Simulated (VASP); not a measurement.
Write the native input for VASP 6.6.1 that does the following.

```yaml
Task: single point
Functional: PBE
Potentials_or_basis: VASP PAW PBE potentials, release 64 (Ag)
Cutoff: 500 eV
k_mesh: 11 × 11 × 11
Occupations: gaussian, width 0.05 eV
Spin: no spin polarisation
Dipole_correction: no
Further_INCAR_settings: ALGO = Normal; EDIFF = 1e-06; NBANDS = 12
```

The structure of Ag lies in POSCAR:

```
Ag
1.0
   -1.5865247519      1.5865247519      1.5865247519
    1.5865247519     -1.5865247519      1.5865247519
    1.5865247519      1.5865247519     -1.5865247519
Ag
1
Direct
    0.0000000000      0.0000000000      0.0000000000
```

This isn't the form of Ag at room conditions, which is fcc.

The input as run:

INCAR

```
SYSTEM = Ag
PREC     = Accurate       ! precision mode
ENCUT    = 500            ! plane-wave cutoff, eV
EDIFF    = 1E-6           ! SCF threshold, eV
ISMEAR   = 0              ! smearing method
SIGMA    = 0.05           ! smearing width, eV
LREAL    = .False.        ! projectors in reciprocal space
LASPH    = .True.         ! aspherical terms in the spheres
NELM     = 120            ! most SCF steps
ALGO     = Normal         ! electronic algorithm
ISIF     = 2              ! what is computed and relaxed
LWAVE    = .False.        ! write WAVECAR
LCHARG   = .True.         ! write CHGCAR
GGA      = PE             ! functional
LELF     = .True.         ! ELF
LVHAR    = .True.       
NBANDS   = 12             ! bands
GGA_COMPAT= .False.
```

KPOINTS

```
regular mesh
0
Gamma
  11 11 11
  0 0 0
```

Potentials or basis: VASP PAW PBE potentials, release 64 (Ag).

Launch:

```console
$ cat potpaw_PBE.64/Ag/POTCAR > POTCAR
$ mpirun -np 1 vasp_std > vasp.out
```

It gave:

The pressure is 14.8 GPa and the band gap on the k mesh is zero (an odd number of electrons rules out a gap without spin polarisation).

Caveat: the cell stands under pressure.

It took 6.5 s on 1 thread of AMD EPYC 7R13 Processor (Zen 3), with other jobs on the host, peak memory 0.09 GiB.
